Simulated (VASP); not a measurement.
# Rb8CCl8O2 in VASP: single point with PBEsol

Aim: the single point of Rb8CCl8O2 with PBEsol.

Everything below comes from runs of VASP 6.6.1. Logs are shortened: lines on timing, memory, paths and dates and some standing lists are left out, and cuts for length are marked.

## 1. The cell of the first run

The cell holds a slab with vacuum, 19 atoms: a = 7.872 Å, b = 7.872 Å, c = 18.904 Å, α = 90.00°, β = 90.00°, γ = 90.00°.

## 2. Single point, PBEsol

INCAR

```
SYSTEM = Rb8CCl8O2
PREC = Accurate ; ENCUT = 520
EDIFF = 1E-6 ; ISMEAR = 0
SIGMA = 0.05 ; LREAL = Auto
LASPH = .TRUE. ; NELM = 60
ALGO = Normal ; ISIF = 2
LWAVE = .FALSE. ; LCHARG = .TRUE.
GGA = PS ; LELF = .TRUE.
LVHAR = .TRUE. ; NBANDS = 87
```

KPOINTS

```
regular mesh
0
G
  2 2 1
  0 0 0
```

POSCAR

```
Rb8CCl8O2
1.0
    7.8719410000      0.0000000000      0.0000000000
    0.0000000000      7.8719410000      0.0000000000
    0.0000000000      0.0000000000     18.9039560000
Rb Cl C O
8 8 1 2
Direct
    0.0000000000      0.0000000000      0.0528989805
   -0.2578498746      0.1920042338      0.2823092690
    0.0000000000      0.4999999365      0.0528989805
   -0.2579346060      0.6831466344      0.3947311875
    0.4999999365      0.0000000000      0.0528989805
    0.2418178693      0.2882657530      0.3894000811
    0.4999999365      0.4999999365      0.0528989805
    0.2423791032      0.7895949677      0.2831046052
    0.2498620099      0.2485238393      0.1012336254
   -0.0079324782      0.4912112527      0.2968106252
    0.2498477821      0.7519633341      0.1060884293
   -0.0100987800      0.9889264922      0.3837689847
    0.7500834927      0.2478810499      0.1054325878
    0.4921725150      0.4909294925      0.2970399952
    0.7500975935      0.7517505530      0.1019297760
    0.4944389192      0.9892889187      0.3840955301
   -0.2558835235      1.0900509798      0.5031685960
   -0.2557915513      1.2340736548      0.4879466499
   -0.2564671153      0.9516307350      0.5257914269
```

Potentials or basis: VASP PAW PBE potentials, release 64 (Rb_sv, Cl, C, O).

The run is started by

```bash
> cat potpaw_PBE.64/Rb_sv/POTCAR potpaw_PBE.64/Cl/POTCAR potpaw_PBE.64/C/POTCAR potpaw_PBE.64/O/POTCAR > POTCAR
> mpirun -np 1 vasp_std > vasp.out
```

OUTCAR:

```text
SYSTEM = Rb8CCl8O2
   PREC = Accurate
   ENCUT = 520
   EDIFF = 1E-6
   ISMEAR = 0
   LREAL = Auto
   LASPH = .TRUE.
   NELM = 60
   ISIF = 2
   GGA = PS

 ion  position               nearest neighbor table
   1  0.000  0.000  0.053-   9 2.92  15 2.92  13 2.94  11 2.95   3 3.94   5 3.94   3 3.94   5 3.94
                             2 5.02   8 5.03   7 5.57   7 5.57   7 5.57   7 5.57
   2  0.742  0.192  0.282-  14 3.08  10 3.08  12 3.17  16 3.17  13 3.37   4 4.41   6 4.49   6 4.49
                             4 4.53   5 4.97   1 5.02   8 5.05   8 5.05   7 5.32   3 5.37
   3  0.000  0.500  0.053-   9 2.94  15 2.94  13 2.97  11 2.97   1 3.94   7 3.94   1 3.94   7 3.94
                             8 5.27   2 5.37   5 5.57   5 5.57   5 5.57   5 5.57
   4  0.742  0.683  0.395-  14 3.09  10 3.10  12 3.11  16 3.11  19 3.26  17 3.80   2 4.41   2 4.53
                             8 4.54   8 4.55   6 5.01   6 5.02
   5  0.500  0.000  0.053-   9 2.92  15 2.92  13 2.94  11 2.95   1 3.94   7 3.94   1 3.94   7 3.94
                             2 4.97   8 5.08   3 5.57   3 5.57   3 5.57   3 5.57
   6  0.242  0.288  0.389-  14 3.08  10 3.08  12 3.08  16 3.08   8 4.41   8 4.43   2 4.49   2 4.49
                             4 5.01   4 5.02
   7  0.500  0.500  0.053-   9 2.94  15 2.94  13 2.97  11 2.97   3 3.94   5 3.94   3 3.94   5 3.94
                             8 5.31   2 5.32   1 5.57   1 5.57   1 5.57   1 5.57
   8  0.242  0.790  0.283-  14 3.08  10 3.08  12 3.17  16 3.17  11 3.36   6 4.41   6 4.43   4 4.54
                             4 4.55   1 5.03   2 5.05   2 5.05   5 5.08   3 5.27   7 5.31
   9  0.250  0.249  0.101-   1 2.92   5 2.92   3 2.94   7 2.94
  10  0.992  0.491  0.297-   8 3.08   6 3.08   2 3.08   4 3.10
  11  0.250  0.752  0.106-   1 2.95   5 2.95   3 2.97   7 2.97   8 3.36
  12  0.990  0.989  0.384-   6 3.08   4 3.11   8 3.17   2 3.17
  13  0.750  0.248  0.105-   1 2.94   5 2.94   3 2.97   7 2.97   2 3.37
  14  0.492  0.491  0.297-   8 3.08   6 3.08   2 3.08   4 3.09
  15  0.750  0.752  0.102-   1 2.92   5 2.92   3 2.94   7 2.94
  16  0.494  0.989  0.384-   6 3.08   4 3.11   2 3.17   8 3.17
  17  0.744  0.090  0.503-  18 1.17  19 1.17   4 3.80
  18  0.744  0.234  0.488-  17 1.17
  19  0.744  0.952  0.526-  17 1.17   4 3.26

  LATTYP: Found a simple tetragonal cell.
 ALAT       =     7.8719410000
 C/A-ratio  =     2.4014351734

  Lattice vectors:

 A1 = (   7.8719410000,   0.0000000000,   0.0000000000)
 A2 = (   0.0000000000,   7.8719410000,   0.0000000000)
 A3 = (   0.0000000000,   0.0000000000,  18.9039560000)

Analysis of symmetry for initial positions (statically):
=====================================================================
 Subroutine PRICEL returns:
 Original cell was already a primitive cell.

 Routine SETGRP: Setting up the symmetry group for a
 simple tetragonal supercell.

 Subroutine GETGRP returns: Found  1 space group operations
 (whereof  1 operations were pure point group operations)
 out of a pool of 16 trial point group operations.

The static configuration has the point symmetry C_1 .

Analysis of symmetry for dynamics (positions and initial velocities):
=====================================================================
 Subroutine PRICEL returns:
 Original cell was already a primitive cell.

 Routine SETGRP: Setting up the symmetry group for a
 simple tetragonal supercell.

 Subroutine GETGRP returns: Found  1 space group operations
 (whereof  1 operations were pure point group operations)
 out of a pool of 16 trial point group operations.

The dynamic configuration has the point symmetry C_1 .

 Subroutine INISYM returns: Found  1 space group operations
 (whereof  1 operations are pure point group operations),
 and found     1 'primitive' translations

----------------------------------------------------------------------------------------

                                     Primitive cell

  volume of cell :    1171.4300

  direct lattice vectors                    reciprocal lattice vectors
     7.871941000  0.000000000  0.000000000     0.127033472  0.000000000  0.000000000
     0.000000000  7.871941000  0.000000000     0.000000000  0.127033472  0.000000000
     0.000000000  0.000000000 18.903956000     0.000000000  0.000000000  0.052898981

  length of vectors
     7.871941000  7.871941000 18.903956000     0.127033472  0.127033472  0.052898981

  position of ions in fractional coordinates (direct lattice)
     0.000000000  0.000000000  0.052898980
     0.742150125  0.192004234  0.282309269
     0.000000000  0.499999936  0.052898980
     0.742065394  0.683146634  0.394731187
     0.499999936  0.000000000  0.052898980
     0.241817869  0.288265753  0.389400081
[... 11 lines left out ...]
     0.744208449  0.234073655  0.487946650
     0.743532885  0.951630735  0.525791427

  ion indices of the primitive-cell ions
   primitive index   ion index
                 1           1
                 2           2
                 3           3
                 4           4
                 5           5
                 6           6
[... 11 lines left out ...]
                18          18
                19          19

----------------------------------------------------------------------------------------

 KPOINTS: regular mesh

Automatic generation of k-mesh.
 Grid dimensions read from file:
 generate k-points for:    2    2    1

 Generating k-lattice:

  Cartesian coordinates                     Fractional coordinates (reciprocal lattice)
     0.063516736  0.000000000  0.000000000     0.500000000  0.000000000  0.000000000
     0.000000000  0.063516736  0.000000000     0.000000000  0.500000000  0.000000000
     0.000000000  0.000000000  0.052898981     0.000000000  0.000000000  1.000000000

  Length of vectors
     0.063516736  0.063516736  0.052898981

  Shift w.r.t. Gamma in fractional coordinates (k-lattice)
     0.000000000  0.000000000  0.000000000

 Subroutine IBZKPT returns following result:
 ===========================================

 Found      4 irreducible k-points:

 Following reciprocal coordinates:
            Coordinates               Weight
  0.000000  0.000000  0.000000      1.000000
  0.500000  0.000000  0.000000      1.000000
  0.000000  0.500000  0.000000      1.000000
  0.500000  0.500000  0.000000      1.000000
   k-points           NKPTS =      4   k-points in BZ     NKDIM =      4   number of bands    NBANDS=     87
   number of dos      NEDOS =    301   number of ions     NIONS =     19
   total plane-waves  NPLWV = 518400
   dimension x,y,z NGX =    60 NGY =   60 NGZ =  144
   dimension x,y,z NGXF=   120 NGYF=  120 NGZF=  288
   ions per type =               8   8   1   2
   NGX,Y,Z   is equivalent  to a cutoff of  12.67, 12.67, 12.66 a.u.
   NGXF,Y,Z  is equivalent  to a cutoff of  25.34, 25.34, 25.33 a.u.
 SYSTEM =  Rb8CCl8O2
   PREC   = accura    normal or accurate (medium, high low for compatibility)
   ISTART =      0    job   : 0-new  1-cont  2-samecut
   ICHARG =      2    charge: 1-file 2-atom 10-const
   ISPIN  =      1    spin polarized calculation?
   LNONCOLLINEAR =      F non collinear calculations
   LSORBIT =      F    spin-orbit coupling
   LASPH  =      T    aspherical Exc in radial PAW
   ENCUT  =  520.0 eV  38.22 Ry    6.18 a.u.  14.64 14.64 35.15*2*pi/ulx,y,z
   NELM   =     60;   NELMIN=  2; NELMDL= -5     # of ELM steps
   EDIFF  = 0.1E-05   stopping-criterion for ELM
   LREAL  =      T    real-space projection
   EDIFFG = 0.1E-04   stopping-criterion for IOM
   NSW    =      0    number of steps for IOM
   IBRION =     -1    ionic relax: 0-MD 1-quasi-New 2-CG
   NFREE  =      0    steps in history (QN), initial steepest desc. (CG)
   ISIF   =      2    stress and relaxation
   ISYM   =      2    0-nonsym 1-usesym 2-fastsym
   POTIM  = 0.5000    time-step for ionic-motion
   TEBEG  =    0.0;   TEEND  =   0.0 temperature during run
   PSTRESS=    0.0 pullay stress
   NELECT =     144.0000    total number of electrons
   NUPDOWN=      -1.0000    fix difference up-down
   EMIN   =  10.00;   EMAX   =-10.00  energy-range for DOS
   EFERMI =   0.00;   METHOD = LEGACY
   ISMEAR =     0;   SIGMA  =   0.05  broadening in eV -4-tet -1-fermi 0-gaus
   EFERMI_NEDOS =   21; number of points for ismear=-14 and -15
   IALGO  =     38    algorithm
   IMIX   =      4    mixing-type and parameters
     AMIX     =   0.40;   BMIX     =  1.00
     AMIX_MAG =   1.60;   BMIX_MAG =  1.00
  volume/ion in A,a.u.               =      61.65       416.06
  Fermi-wavevector in a.u.,A,eV,Ry     =   0.813998  1.538234  9.015130  0.662593
  Thomas-Fermi vector in A             =   1.923825
   LORBIT       =      0    0 simple, 1 ext, 2 COOP (PROOUT), +10 PAW based schemes
   GGA     = PS    functional components
   LHFCALC =     F    Hartree Fock is set to
   AEXX    =    0.0000 exact exchange contribution
   IVDW    =     0    specifies the selected vdW correction
   LEPSILON=     F    determine dielectric tensor
   LRPA    =     F    only Hartree local field effects (RPA)
 non-spin polarized calculation
 Gauss-broadening in eV      SIGMA  =   0.05
  energy-cutoff  :      520.00
  volume of cell :     1171.43
 maximum number of plane-waves:     31583
 NGX is ok and might be reduce to    60
   NGX = 29   NGY = 29   NGZ = 71

 number of electron     143.9999998 magnetization

 Free energy of the ion-electron system (eV)
  ---------------------------------------------------
  ext. energy  EPLUGINS =         0.00000000
  ---------------------------------------------------
  free energy    TOTEN  =       -74.46617413 eV

  energy without entropy =      -74.46617413  energy(sigma->0) =      -74.46617413

 E-fermi :  -1.8001     XC(G=0):  -4.2933

 val. band max:       -2.0365011063   @ k =   0.0000   0.0000   0.0000
 cond. band min:      -0.2166335528   @ k =   0.0000   0.0000   0.0000
 fundamental gap:      1.8198675535
 Fermi energy:        -1.8001459257

 k-point     1 :       0.0000    0.0000    0.0000
  band No.  band energies     occupation
      1     -28.3296      2.00000
      2     -28.2839      2.00000
      3     -28.2822      2.00000
      4     -28.2444      2.00000
      5     -26.6623      2.00000
      6     -26.6019      2.00000
[... 337 lines left out ...]
     83       3.1987      0.00000
     84       3.2073      0.00000
 [bands above 84 left out]

------------------------ aborting loop because EDIFF is reached ----------------------------------------

  FORCE on cell =-STRESS in cart. coord.  units (eV):
  Direction    XX          YY          ZZ          XY          YZ          ZX
  --------------------------------------------------------------------------------------
  -------------------------------------------------------------------------------------
  Total       15.1190574     14.4827887     -0.3778699      0.0021727     -0.4356940      0.0271293
  in kB       20.6784956     19.8082642     -0.5168167      0.0029716     -0.5959033      0.0371051
  external PRESSURE =      13.3233143 kB  Pullay stress =       0.0000000 kB

 VOLUME and BASIS-vectors are now :
 -----------------------------------------------------------------------------
  energy-cutoff  :      520.00
  volume of cell :     1171.43
      direct lattice vectors                 reciprocal lattice vectors
     7.871941000  0.000000000  0.000000000     0.127033472  0.000000000  0.000000000
     0.000000000  7.871941000  0.000000000     0.000000000  0.127033472  0.000000000
     0.000000000  0.000000000 18.903956000     0.000000000  0.000000000  0.052898981

 POSITION                                       TOTAL-FORCE (eV/Angst)
 -----------------------------------------------------------------------------------
      0.00000      0.00000      1.00000         0.002304     -0.011084     -0.157080
      5.84216      1.51145      5.33676         0.000527     -0.006325     -0.008017
      0.00000      3.93597      1.00000        -0.008605      0.009949      0.122189
      5.84149      5.37769      7.46198         0.001604     -0.005707      0.011536
      3.93597      0.00000      1.00000        -0.005208     -0.014200     -0.152479
      1.90358      2.26921      7.36120         0.001876      0.005828      0.009679
[... 11 lines left out ...]
      5.85836      1.84261      9.22412         0.011210      0.648482     -0.173263
      5.85305      7.49118      9.93954         0.007457     -0.628690      0.232505
 -----------------------------------------------------------------------------------
    total drift:                               -0.003878      0.004264      0.000041

  FREE ENERGIE OF THE ION-ELECTRON SYSTEM (eV)
  ---------------------------------------------------
  free  energy   TOTEN  =       -74.4661741321 eV

  energy  without entropy=      -74.4661741321  energy(sigma->0) =      -74.46617413
```

Run time: 23 min. Hardware: 1 thread of AMD EPYC 7R43 (Zen 3), shared host; peak memory 1.1 GiB.

What came out:

* Free energy: -74.4662 eV
* Largest force: 0.671 eV/Å
* Band gap on the k mesh: 1.82 eV

Forces on the atoms (eV/Å):
```
Rb   0.002 -0.011 -0.157
Rb   0.001 -0.006 -0.008
Rb  -0.009  0.010  0.122
Rb   0.002 -0.006  0.012
Rb  -0.005 -0.014 -0.152
Rb   0.002  0.006  0.010
Rb   0.005  0.013  0.127
Rb   0.002  0.005 -0.007
Cl   0.008 -0.001  0.016
Cl   0.001  0.001 -0.007
Cl   0.004 -0.003  0.011
Cl  -0.001  0.001  0.010
Cl  -0.006  0.005  0.016
Cl   0.002  0.002 -0.009
Cl  -0.004 -0.005  0.016
Cl   0.002  0.001  0.008
C   -0.025 -0.016 -0.065
O    0.011  0.648 -0.173
O    0.007 -0.629  0.233
```

Caveat: there is no dipole correction, which matters where the two faces differ; the PAW data sets were made with another functional, which shifts forces and pressure a little.
